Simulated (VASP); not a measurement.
Here is a VASP 6.6.1 calculation.

The input INCAR:

```
SYSTEM = AlCd2
PREC     = Accurate       ! precision mode
ENCUT    = 600            ! plane-wave cutoff, eV
EDIFF    = 1E-7           ! SCF threshold, eV
ISMEAR   = 0              ! smearing method
SIGMA    = 0.1            ! smearing width, eV
LREAL    = .FALSE.        ! projectors in reciprocal space
LASPH    = .TRUE.         ! aspherical terms in the spheres
NELM     = 60             ! most SCF steps
ALGO     = Fast           ! electronic algorithm
ISIF     = 3              ! what is computed and relaxed
LWAVE    = .FALSE.        ! write WAVECAR
LCHARG   = .FALSE.        ! write CHGCAR
GGA      = PE             ! functional
IBRION   = 2              ! ionic algorithm
NSW      = 100            ! ionic steps
EDIFFG   = -0.01          ! ionic threshold
```

Contents of KPOINTS:

```
Automatic mesh
0
G
  8 8 8
  0 0 0
```

File POSCAR:

```
AlCd2
1.0
    0.0000000000      4.1137669534      4.1137669534
    4.1137669534      0.0000000000      4.1137669534
    4.1137669534      4.1137669534      0.0000000000
Al Cd
2 4
Direct
    0.5000000000      0.5000000000      0.5000000000
    0.7500000000      0.7500000000      0.7500000000
    0.1250000000      0.1250000000      0.1250000000
    0.6250000000      0.1250000000      0.1250000000
    0.1250000000      0.1250000000      0.6250000000
    0.1250000000      0.6250000000      0.1250000000
```

Potentials or basis: VASP PAW PBE potentials, release 64 (Al, Cd).

Command:

```console
$ cat potpaw_PBE.64/Al/POTCAR potpaw_PBE.64/Cd/POTCAR > POTCAR
$ mpirun -np 1 vasp_std > vasp.out
```

Problem. Predict the relaxed cell.

Solution. a = 5.811 Å, b = 5.811 Å, c = 5.811 Å, α = 60.00°, β = 60.00°, γ = 60.00°.

Problem. Estimate the space group after relaxing (to 0.1 Å).

Solution. Fd-3m (No. 227).

Problem. Estimate the band gap on the k mesh.

Solution. Zero (bands 27 and 28 overlap by 3.76 eV).

The path:
| step | energy change (eV) | largest force (eV/Å) | pressure (GPa) | volume (Å³) |
| --- | --- | --- | --- | --- |
| 1 | 0.0000 | 0.0000 | -0.15 | 139.24 |
| 2 | -0.0004 | 0.0000 | -0.05 | 138.79 |
